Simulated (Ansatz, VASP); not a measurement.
# MgCd2Se3: VASP beside Ansatz

```
Mg Cd Se
1.0
     4.34172    0.00000    0.00000
    -2.17086    3.76004    0.00000
     0.00000    0.00000   21.17094
Mg Cd Se
2 4 6
Direct
  0.66667 0.33333 0.16911
  0.33333 0.66667 0.32855
  0.66667 0.33333 0.49515
  0.66667 0.33333 0.83538
  0.33333 0.66667 0.66524
  0.33333 0.66667 0.00573
  0.66667 0.33333 0.29194
  0.66667 0.33333 0.62192
  0.66667 0.33333 0.96229
  0.33333 0.66667 0.13277
  0.33333 0.66667 0.45159
  0.33333 0.66667 0.79205
```

Alike in both runs: functional PBE; k mesh 6 × 6 × 1; occupations gaussian, width 0.1 eV; no spin polarisation.

Ansatz relaxed the structure, and its values are those at the end. VASP's run is a single point on that final structure, the one shown.

|  | VASP | Ansatz |
| --- | --- | --- |
| version | VASP 6.6.1 | Ansatz 0.2.0 |
| potentials or method | VASP PAW PBE potentials, release 64 (Mg, Cd, Se), cutoff 520 eV | scalar-relativistic, plane waves, PAW |
| valence electrons in the cell | 88 | 196 |

```csv
,VASP,Ansatz,Ansatz less VASP
gap on the k mesh at the Fermi level (eV),0.91,0.91,+0.003
least direct gap on the mesh (eV),0.91,0.91,+0.003
pressure (GPa),0.2,0.0,-0.16
rms of the force components (eV/Å),0.008,0.006,-0.0021
```

The functional is the same, so the differences come from potentials, cutoffs and numerics. VASP's potentials hold 88 valence electrons a cell and Ansatz's 196, so a difference there can come from the potentials and not from the codes.
